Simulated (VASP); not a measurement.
Write the native input for VASP 6.6.1 that does the following.

```
Task                   : single point
Functional             : PBEsol
Potentials or basis    : VASP PAW PBE potentials, release 64 (Fe)
Cutoff                 : 520 eV
k mesh                 : 10 × 10 × 15
Occupations            : fermi-dirac, width 0.05 eV
Spin                   : collinear spin, ferromagnetic start
Starting moments       : [2.473, 2.24, 2.24] μB
Dipole correction      : no
Further INCAR settings : ALGO = Normal; EDIFF = 1e-06; NBANDS = 23
```

The structure of Fe lies in POSCAR:

```
Fe
1.0
    4.1542820493      0.0000000000      0.0000000000
   -2.0771410246      3.5977137892      0.0000000000
    0.0000000000      0.0000000000      2.3615127243
Fe
3
Direct
    0.0000000000      0.0000000000      0.0000000000
    0.3333333333      0.6666666667      0.5000000000
    0.6666666667      0.3333333333      0.5000000000
```

This isn't the form of Fe at room conditions, which is bcc.

The input as run:

INCAR

```
PREC = Accurate
ENCUT = 520
EDIFF = 1E-6
ISMEAR = -1
SIGMA = 0.05
LREAL = False
LASPH = True
NELM = 150
ALGO = Normal
ISIF = 2
LWAVE = False
LCHARG = False
ISPIN = 2
MAGMOM = 2.473 2.24 2.24
LORBIT = 11
LMAXMIX = 4
GGA = PS
NBANDS = 23
```

KPOINTS

```
regular mesh
0
Gamma
  10 10 15
```

Potentials or basis: VASP PAW PBE potentials, release 64 (Fe).

The run is started by

```console
$ cat potpaw_PBE.64/Fe/POTCAR > POTCAR
$ mpirun -np 1 vasp_std > vasp.out
```

It gave:

```yaml
Pressure: -6.1 GPa
Net_moment: 7.30 μB per cell
Site_moments: Fe +2.52, +2.36 (each value once) μB
Valence_electrons_inside_the_program's_atomic_spheres: Fe 7.17, 7.25 (each value once)
```

Caveat: the cell stands under tension; the PAW data sets were made with another functional, which shifts forces and pressure a little.

Wall time 2.5 min on 1 thread of AMD EPYC 9R45 96-Core Processor (Zen 5), with other jobs on the host, peak memory 0.22 GiB.
